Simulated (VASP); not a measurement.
Crystal: TaAl3N4.

```
CELL_PARAMETERS angstrom
4.21817 0.00000 0.00000
0.00000 4.21817 0.00000
0.00000 0.00000 4.21817
ATOMIC_POSITIONS crystal
Ta 0.50000 0.50000 0.50000
Al 0.00000 0.50000 0.00000
Al 0.00000 0.00000 0.50000
Al 0.50000 0.00000 0.00000
N 0.50000 0.00000 0.50000
N 0.00000 0.00000 0.00000
N 0.50000 0.50000 0.00000
N 0.00000 0.50000 0.50000
```

Base run:

- Program: VASP 6.6.1
- Functional: PBE
- Potentials or basis: VASP PAW PBE potentials, release 64 (Ta_pv, Al, N)
- Cutoff: 520 eV
- k mesh: 10 × 10 × 10
- Occupations: gaussian, width 0.1 eV
- Spin: no spin polarisation

Its results: band gap on the k mesh zero (bands 20 and 21 overlap by 4.10 eV); pressure 0.1 GPa.

Question: The run is repeated on the same cell with these changes: k mesh from 10 × 10 × 10 to 6 × 6 × 6; occupations from gaussian, width 0.1 eV to gaussian, width 0.2 eV. What comes out?

Answer: Band gap on the k mesh zero (bands 20 and 21 overlap by 4.14 eV); pressure 0.7 GPa.

Caveats: spin-orbit coupling is left out, which moves the levels of the heavy elements.
